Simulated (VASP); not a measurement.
# Al2Au (I4/mmm) in VASP: a series of runs

The runs below take Al2Au through electric field gradients, with LDA.

Program: VASP 6.6.1. These are calculated values, not measurements. Logs are shortened: lines on timing, memory, paths and dates and some standing lists are left out, and cuts for length are marked.

### 1 The cell of the first run

The structure is tetragonal, space group I4/mmm (No. 139). The conventional cell has a = 4.243 Å, b = 4.243 Å, c = 5.880 Å, α = 90.00°, β = 90.00°, γ = 90.00°. Within 3.4 Å of Al (site symmetry -4m2) lie 4 Au at 2.58 Å and 6 Al at 2.94 to 3.00 Å. Within 3.4 Å of Au (site symmetry 4/mmm) lie 8 Al at 2.58 Å.

### 2 Electric field gradients, LDA (zz strain of -2 %)

The input, INCAR:

```
SYSTEM = Al2Au
PREC = Accurate ; ENCUT = 400
EDIFF = 1E-8 ; ISMEAR = -1
SIGMA = 0.05 ; LREAL = .False.
LASPH = .True. ; NELM = 120
ALGO = Normal ; ISIF = 2
LWAVE = .False. ; LCHARG = .False.
GGA = CA ; LEFG = .True.
NBANDS = 16 ; GGA_COMPAT = .False.
```

The input, KPOINTS:

```
regular mesh
0
Gamma
  11 11 11
  0 0 0
```

The input, POSCAR:

```
Al2Au
1.0
    0.0000000000      3.0000000000      2.9400000000
    3.0000000000      0.0000000000      2.9400000000
    3.0000000000      3.0000000000      0.0000000000
Al Au
2 1
Direct
    0.2500000000      0.2500000000      0.2500000000
    0.7500000000      0.7500000000      0.7500000000
    0.0000000000      0.0000000000      0.0000000000
```

Potentials or basis: VASP PAW LDA potentials, release 64 (Al, Au).

Command:

```
cat potpaw_LDA.64/Al/POTCAR potpaw_LDA.64/Au/POTCAR > POTCAR
mpirun -np 1 vasp_std > vasp.out
```

OUTCAR:

```text
SYSTEM = Al2Au
   PREC = Accurate
   ENCUT = 400
   EDIFF = 1E-8
   ISMEAR = -1
   LREAL = .False.
   LASPH = .True.
   NELM = 120
   ISIF = 2
   GGA = CA

 ion  position               nearest neighbor table
   1  0.250  0.250  0.250-   3 2.58   3 2.58   3 2.58   3 2.58   2 2.94   2 2.94   2 3.00   2 3.00
                             2 3.00   2 3.00
   2  0.750  0.750  0.750-   3 2.58   3 2.58   3 2.58   3 2.58   1 2.94   1 2.94   1 3.00   1 3.00
                             1 3.00   1 3.00
   3  0.000  0.000  0.000-   2 2.58   2 2.58   2 2.58   1 2.58   2 2.58   1 2.58   1 2.58   1 2.58

  LATTYP: Found a body centered tetragonal cell.
 ALAT       =     4.2426406871
 C/A-ratio  =     1.3859292911

  Lattice vectors:

 A1 = (   0.0000000000,  -3.0000000000,  -2.9400000000)
 A2 = (   0.0000000000,   3.0000000000,  -2.9400000000)
 A3 = (   3.0000000000,   0.0000000000,   2.9400000000)

Analysis of symmetry for initial positions (statically):
=====================================================================
 Subroutine PRICEL returns:
 Original cell was already a primitive cell.

 Routine SETGRP: Setting up the symmetry group for a
 body centered tetragonal supercell.

 Subroutine GETGRP returns: Found 16 space group operations
 (whereof 16 operations were pure point group operations)
 out of a pool of 16 trial point group operations.

The static configuration has the point symmetry D_4h.

Analysis of symmetry for dynamics (positions and initial velocities):
=====================================================================
 Subroutine PRICEL returns:
 Original cell was already a primitive cell.

 Routine SETGRP: Setting up the symmetry group for a
 body centered tetragonal supercell.

 Subroutine GETGRP returns: Found 16 space group operations
 (whereof 16 operations were pure point group operations)
 out of a pool of 16 trial point group operations.

The dynamic configuration has the point symmetry D_4h.

 Subroutine INISYM returns: Found 16 space group operations
 (whereof 16 operations are pure point group operations),
 and found     1 'primitive' translations

----------------------------------------------------------------------------------------

                                     Primitive cell

  volume of cell :      52.9200

  direct lattice vectors                    reciprocal lattice vectors
     0.000000000  3.000000000  2.940000000    -0.166666667  0.166666667  0.170068027
     3.000000000  0.000000000  2.940000000     0.166666667 -0.166666667  0.170068027
     3.000000000  3.000000000  0.000000000     0.166666667  0.166666667 -0.170068027

  length of vectors
     4.200428550  4.200428550  4.242640687     0.290652179  0.290652179  0.290652179

  position of ions in fractional coordinates (direct lattice)
     0.250000000  0.250000000  0.250000000
     0.750000000  0.750000000  0.750000000
     0.000000000  0.000000000  0.000000000

  ion indices of the primitive-cell ions
   primitive index   ion index
                 1           1
                 2           2
                 3           3

----------------------------------------------------------------------------------------

 KPOINTS: regular mesh

Automatic generation of k-mesh.
 Grid dimensions read from file:
 generate k-points for:   11   11   11

 Generating k-lattice:

  Cartesian coordinates                     Fractional coordinates (reciprocal lattice)
    -0.015151515  0.015151515  0.015460730     0.090909091  0.000000000  0.000000000
     0.015151515 -0.015151515  0.015460730     0.000000000  0.090909091  0.000000000
     0.015151515  0.015151515 -0.015460730     0.000000000  0.000000000  0.090909091

  Length of vectors
     0.026422925  0.026422925  0.026422925

  Shift w.r.t. Gamma in fractional coordinates (k-lattice)
     0.000000000  0.000000000  0.000000000

 Subroutine IBZKPT returns following result:
 ===========================================

 Found    126 irreducible k-points:

 Following reciprocal coordinates:
            Coordinates               Weight
  0.000000  0.000000  0.000000      1.000000
  0.090909 -0.000000  0.000000      8.000000
  0.181818  0.000000  0.000000      8.000000
  0.272727  0.000000  0.000000      8.000000
  0.363636  0.000000  0.000000      8.000000
  0.454545  0.000000  0.000000      8.000000
[... 16 lines left out ...]
 -0.272727  0.181818  0.000000      8.000000
 -0.181818  0.181818  0.000000      4.000000
 [... further k-points ...]
   k-points           NKPTS =    126   k-points in BZ     NKDIM =    126   number of bands    NBANDS=     16
   number of dos      NEDOS =    301   number of ions     NIONS =      3
   total plane-waves  NPLWV =  21952
   dimension x,y,z NGX =    28 NGY =   28 NGZ =   28
   dimension x,y,z NGXF=    56 NGYF=   56 NGZF=   56
   ions per type =               2   1
   NGX,Y,Z   is equivalent  to a cutoff of  11.08, 11.08, 10.97 a.u.
   NGXF,Y,Z  is equivalent  to a cutoff of  22.16, 22.16, 21.94 a.u.
 SYSTEM =  Al2Au
   PREC   = accura    normal or accurate (medium, high low for compatibility)
   ISTART =      0    job   : 0-new  1-cont  2-samecut
   ICHARG =      2    charge: 1-file 2-atom 10-const
   ISPIN  =      1    spin polarized calculation?
   LNONCOLLINEAR =      F non collinear calculations
   LSORBIT =      F    spin-orbit coupling
   LASPH  =      T    aspherical Exc in radial PAW
   ENCUT  =  400.0 eV  29.40 Ry    5.42 a.u.   6.85  6.85  6.92*2*pi/ulx,y,z
   NELM   =    120;   NELMIN=  2; NELMDL= -5     # of ELM steps
   EDIFF  = 0.1E-07   stopping-criterion for ELM
   LREAL  =      F    real-space projection
   EDIFFG = 0.1E-06   stopping-criterion for IOM
   NSW    =      0    number of steps for IOM
   IBRION =     -1    ionic relax: 0-MD 1-quasi-New 2-CG
   NFREE  =      0    steps in history (QN), initial steepest desc. (CG)
   ISIF   =      2    stress and relaxation
   ISYM   =      2    0-nonsym 1-usesym 2-fastsym
   POTIM  = 0.5000    time-step for ionic-motion
   TEBEG  =    0.0;   TEEND  =   0.0 temperature during run
   PSTRESS=    0.0 pullay stress
   NELECT =      17.0000    total number of electrons
   NUPDOWN=      -1.0000    fix difference up-down
   EMIN   =  10.00;   EMAX   =-10.00  energy-range for DOS
   EFERMI =   0.00;   METHOD = LEGACY
   ISMEAR =    -1;   SIGMA  =   0.05  broadening in eV -4-tet -1-fermi 0-gaus
   EFERMI_NEDOS =   21; number of points for ismear=-14 and -15
   IALGO  =     38    algorithm
   IMIX   =      4    mixing-type and parameters
     AMIX     =   0.40;   BMIX     =  1.00
     AMIX_MAG =   1.60;   BMIX_MAG =  1.00
  volume/ion in A,a.u.               =      17.64       119.04
  Fermi-wavevector in a.u.,A,eV,Ry     =   1.121204  2.118768 17.103853  1.257098
  Thomas-Fermi vector in A             =   2.257856
   LORBIT       =      0    0 simple, 1 ext, 2 COOP (PROOUT), +10 PAW based schemes
   GGA     = CA    functional components
   LHFCALC =     F    Hartree Fock is set to
   AEXX    =    0.0000 exact exchange contribution
   IVDW    =     0    specifies the selected vdW correction
   LEPSILON=     F    determine dielectric tensor
   LRPA    =     F    only Hartree local field effects (RPA)
 non-spin polarized calculation
  energy-cutoff  :      400.00
  volume of cell :       52.92
 maximum number of plane-waves:       974
   NGX = 13   NGY = 13   NGZ = 13

 number of electron      16.9999997 magnetization

 Free energy of the ion-electron system (eV)
  ---------------------------------------------------
  ext. energy  EPLUGINS =         0.00000000
  ---------------------------------------------------
  free energy    TOTEN  =       -14.28678325 eV

  energy without entropy =      -14.27849296  energy(sigma->0) =      -14.28263810

 E-fermi :   7.8670     XC(G=0): -10.8037

 val. band max:        7.8436221386   @ k =   0.4545   0.0909   0.0000
 cond. band min:       7.8950487866   @ k =  -0.2727   0.0000   0.2727
 fundamental gap:      0.0514266480
 Fermi energy:         7.8669823156

 k-point     1 :       0.0000    0.0000    0.0000
  band No.  band energies     occupation
      1      -2.8612      2.00000
      2       1.0800      2.00000
      3       1.1027      2.00000
      4       1.1027      2.00000
      5       2.0533      2.00000
      6       2.1109      2.00000
[... 8 lines left out ...]
     15      13.3969      0.00000
     16      13.9823      0.00000
[... 419 lines left out ...]
 k-point    24 :      -0.1818    0.1818    0.0000
  band No.  band energies     occupation
      1      -1.7514      2.00000
      2       0.8437      2.00000
      3       1.3062      2.00000
      4       1.3545      2.00000
      5       1.9445      2.00000
      6       2.1841      2.00000
[... 8 lines left out ...]
     15      15.2740      0.00000
     16      16.9747      0.00000

 [... further k-points ...]
[... 5 lines left out ...]
  --------------------------------------------------------------------------------------
  -------------------------------------------------------------------------------------
  Total       -0.1218914     -0.1218914      0.2589637      0.0000000     -0.0000000     -0.0000000
  in kB       -3.6903173     -3.6903173      7.8402452      0.0000000     -0.0000000     -0.0000000
  external PRESSURE =       0.1532036 kB  Pullay stress =       0.0000000 kB

 VOLUME and BASIS-vectors are now :
 -----------------------------------------------------------------------------
  energy-cutoff  :      400.00
  volume of cell :       52.92
      direct lattice vectors                 reciprocal lattice vectors
     0.000000000  3.000000000  2.940000000    -0.166666667  0.166666667  0.170068027
     3.000000000  0.000000000  2.940000000     0.166666667 -0.166666667  0.170068027
     3.000000000  3.000000000  0.000000000     0.166666667  0.166666667 -0.170068027

 POSITION                                       TOTAL-FORCE (eV/Angst)
 -----------------------------------------------------------------------------------
      1.50000      1.50000      1.47000         0.000000      0.000000     -0.000000
      4.50000      4.50000      4.41000        -0.000000     -0.000000      0.000000
      0.00000      0.00000      0.00000         0.000000     -0.000000      0.000000
 -----------------------------------------------------------------------------------
    total drift:                               -0.000000     -0.000000      0.000000

  FREE ENERGIE OF THE ION-ELECTRON SYSTEM (eV)
  ---------------------------------------------------
  free  energy   TOTEN  =       -14.2867832510 eV

  energy  without entropy=      -14.2784929572  energy(sigma->0) =      -14.28263810

 Electric field gradients (V/A^2)
---------------------------------------------------------------------
 ion       V_xx      V_yy      V_zz      V_xy      V_xz      V_yz
---------------------------------------------------------------------
   1       0.375     0.375    -0.750     0.000     0.000     0.000
   2       0.375     0.375    -0.750     0.000     0.000     0.000
   3     -11.344   -11.344    22.688    -0.000    -0.000    -0.000
---------------------------------------------------------------------

 Electric field gradients after diagonalization (V/A^2)
 (convention: |V_zz| > |V_xx| > |V_yy|)
----------------------------------------------------------------------
 ion       V_xx      V_yy      V_zz     asymmetry (V_yy - V_xx)/ V_zz
----------------------------------------------------------------------
   1       0.375     0.375    -0.750       0.000
   2       0.375     0.375    -0.750       0.000
   3     -11.344   -11.344    22.688       0.000
----------------------------------------------------------------------

           NMR quadrupolar parameters

 Cq : quadrupolar parameter    Cq=e*Q*V_zz/h
 eta: asymmetry parameters     (V_yy - V_xx)/ V_zz
 Q  : nuclear electric quadrupole moment in mb (millibarn)
----------------------------------------------------------------------
 ion       Cq(MHz)       eta       Q (mb)
----------------------------------------------------------------------
   1      -0.002       0.000       1.000
   2      -0.002       0.000       1.000
   3       0.055       0.000       1.000
----------------------------------------------------------------------
```

It took 50 s on 1 thread of AMD EPYC 9R45 (Zen 5), shared host; peak memory 0.16 GiB.

What came out:

```
Free energy : -14.2868 eV
Pressure    : 0.0 GPa
```

Stress tensor (GPa, compression positive):
```
-0.37  0.00  0.00
 0.00 -0.37  0.00
 0.00  0.00  0.78
```

Levels at points of the mesh, in eV from the Fermi level:
| k point | band 6 | band 7 | band 8 | band 9 | band 10 | band 11 | band 12 | band 13 |
| --- | --- | --- | --- | --- | --- | --- | --- | --- |
| (0.00, 0.00, 0.00) | -5.76 | 2.22 | 2.87 | 2.87 | 3.02 | 3.79 | 4.06 | 4.06 |

Electric field gradients, principal values (V/Å²):
```
atom    least   middle  greatest (by size)
1 Al    0.375    0.375              -0.750
2 Al    0.375    0.375              -0.750
3 Au  -11.344  -11.344              22.688
```

Caveat: the cell differs from its parent crystal (zz strain of -2 %); without QUAD_EFG the Cq values of the log hold for a quadrupole moment of 1 mb, not for the nuclei; spin-orbit coupling is left out, which moves the levels of the heavy elements.

### 3 Electric field gradients, LDA (zz strain of -2 %)

The input, INCAR:

```
PREC = Accurate
ENCUT = 400
EDIFF = 1E-8
ISMEAR = -1
SIGMA = 0.05
LREAL = False
LASPH = True
NELM = 120
ALGO = Normal
ISIF = 2
LWAVE = False
LCHARG = False
LEFG = True
NBANDS = 16
GGA_COMPAT = False
```

The input, KPOINTS:

```
regular mesh
0
Gamma
  11 11 11
```

POSCAR is that of step 2.

Potentials or basis: VASP PAW LDA potentials, release 64 (Al, Au).

Command:

```
cat potpaw_LDA.64/Al/POTCAR potpaw_LDA.64/Au/POTCAR > POTCAR
mpirun -np 1 vasp_std > vasp.out
```

OUTCAR:

```text
PREC = Accurate
   ENCUT = 400
   EDIFF = 1E-8
   ISMEAR = -1
   LREAL = False
   LASPH = True
   NELM = 120
   ISIF = 2

 ion  position               nearest neighbor table
   1  0.250  0.250  0.250-   3 2.58   3 2.58   3 2.58   3 2.58   2 2.94   2 2.94   2 3.00   2 3.00
                             2 3.00   2 3.00
   2  0.750  0.750  0.750-   3 2.58   3 2.58   3 2.58   3 2.58   1 2.94   1 2.94   1 3.00   1 3.00
                             1 3.00   1 3.00
   3  0.000  0.000  0.000-   2 2.58   2 2.58   2 2.58   1 2.58   2 2.58   1 2.58   1 2.58   1 2.58

  LATTYP: Found a body centered tetragonal cell.
 ALAT       =     4.2426406871
 C/A-ratio  =     1.3859292911
[... 681 lines left out ...]
---------------------------------------------------------------------
 ion       V_xx      V_yy      V_zz      V_xy      V_xz      V_yz
---------------------------------------------------------------------
   1       0.375     0.375    -0.750     0.000     0.000     0.000
   2       0.375     0.375    -0.750     0.000     0.000     0.000
   3     -11.344   -11.344    22.688    -0.000    -0.000    -0.000
---------------------------------------------------------------------

 Electric field gradients after diagonalization (V/A^2)
 (convention: |V_zz| > |V_xx| > |V_yy|)
----------------------------------------------------------------------
 ion       V_xx      V_yy      V_zz     asymmetry (V_yy - V_xx)/ V_zz
----------------------------------------------------------------------
   1       0.375     0.375    -0.750       0.000
   2       0.375     0.375    -0.750       0.000
   3     -11.344   -11.344    22.688       0.000
----------------------------------------------------------------------

           NMR quadrupolar parameters

 Cq : quadrupolar parameter    Cq=e*Q*V_zz/h
 eta: asymmetry parameters     (V_yy - V_xx)/ V_zz
 Q  : nuclear electric quadrupole moment in mb (millibarn)
----------------------------------------------------------------------
 ion       Cq(MHz)       eta       Q (mb)
----------------------------------------------------------------------
   1      -0.002       0.000       1.000
   2      -0.002       0.000       1.000
   3       0.055       0.000       1.000
----------------------------------------------------------------------
```

OSZICAR:

```text
N       E                     dE             d eps       ncg     rms          rms(c)
DAV:   1     0.415315488708E+02    0.41532E+02   -0.59350E+03  4320   0.704E+02
DAV:   2    -0.146246515025E+02   -0.56156E+02   -0.52081E+02  5240   0.153E+02
DAV:   3    -0.156477205208E+02   -0.10231E+01   -0.10203E+01  5008   0.194E+01
DAV:   4    -0.156543373847E+02   -0.66169E-02   -0.66156E-02  5112   0.186E+00
DAV:   5    -0.156544267822E+02   -0.89398E-04   -0.89396E-04  4952   0.214E-01    0.931E+00
DAV:   6    -0.144237097282E+02    0.12307E+01   -0.45668E+00  4616   0.214E+01    0.393E+00
DAV:   7    -0.143280164498E+02    0.95693E-01   -0.20298E-01  4288   0.443E+00    0.186E+00
DAV:   8    -0.142881269418E+02    0.39890E-01   -0.26056E-02  4960   0.939E-01    0.412E-01
DAV:   9    -0.142867780959E+02    0.13488E-02   -0.23380E-03  4800   0.458E-01    0.214E-01
DAV:  10    -0.142867877998E+02   -0.97039E-05   -0.11452E-04  4824   0.758E-02    0.362E-02
DAV:  11    -0.142867833394E+02    0.44604E-05   -0.52312E-06  5056   0.177E-02    0.128E-02
DAV:  12    -0.142867832489E+02    0.90490E-07   -0.67268E-07  4848   0.746E-03    0.277E-03
DAV:  13    -0.142867832510E+02   -0.21134E-08   -0.37182E-08  5136   0.138E-03
   1 F= -.14286783E+02 E0= -.14282638E+02  d E =-.829029E-02
```

Wall time 42 s (1 thread of AMD EPYC 9R45 (Zen 5), shared host); peak memory 0.16 GiB.

Results:

- Free energy: -14.2868 eV
- Pressure: 0.0 GPa

Electric field gradients, principal values (V/Å²):
| atom | least | middle | greatest (by size) |
| --- | --- | --- | --- |
| 1 Al | 0.375 | 0.375 | -0.750 |
| 2 Al | 0.375 | 0.375 | -0.750 |
| 3 Au | -11.344 | -11.344 | 22.688 |

Caveat: the cell differs from its parent crystal (zz strain of -2 %); without QUAD_EFG the Cq values of the log hold for a quadrupole moment of 1 mb, not for the nuclei; spin-orbit coupling is left out, which moves the levels of the heavy elements.
